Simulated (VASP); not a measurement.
**Cu: single point with PBE**

Crystal: Cu.

```
Cu
1.0
     0.00000    2.46278    2.46278
     2.46278    0.00000    2.46278
     2.46278    2.46278    0.00000
Cu
2
Direct
  0.78500 0.90500 0.90500
  0.21500 0.09500 0.09500
```

This cell differs from its parent crystal: shortest bond scaled by 0.76.

```json
{
  "Program": "VASP 6.6.1",
  "Task": "single point",
  "Functional": "PBE",
  "Potentials or basis": "VASP PAW PBE potentials, release 64 (Cu)",
  "Cutoff": "520 eV",
  "k mesh": "11 × 11 × 11",
  "Occupations": "fermi-dirac, width 0.05 eV",
  "Spin": "no spin polarisation",
  "Dipole correction": "no",
  "Further INCAR settings": "ALGO = Normal; EDIFF = 1e-07; NBANDS = 18"
}
```

* Pressure: 58.8 GPa
* Largest force: 20.180 eV/Å
* Band gap on the k mesh: zero (band 11 reaches 5.52 eV, above the bottom of band 12 at 4.83 eV)

Forces in eV/Å, atoms in the order of the input:
```
Cu  -11.651  11.651  11.651
Cu   11.651 -11.651 -11.651
```

Stress tensor (GPa, compression positive):
```
 58.75 -60.15 -60.15
-60.15  58.75  60.15
-60.15  60.15  58.75
```

Levels at points of the mesh, in eV from the Fermi level:
```csv
k point,band 7,band 8,band 9,band 10,band 11,band 12,band 13,band 14,band 15,band 16
"(0.00, 0.00, 0.00)",-2.45,-2.45,-2.30,-1.59,-1.59,10.02,11.24,11.24,12.66,12.66
```

It took 36 s on 1 thread of Intel(R) Xeon(R) 6975P-C (Granite Rapids), on a shared host, peak memory 0.2 GiB.

Caveat: the cell differs from its parent crystal (shortest bond scaled by 0.76); forces of over 1 eV/Å act on the atoms, so gaps and moduli don't describe the material at rest.
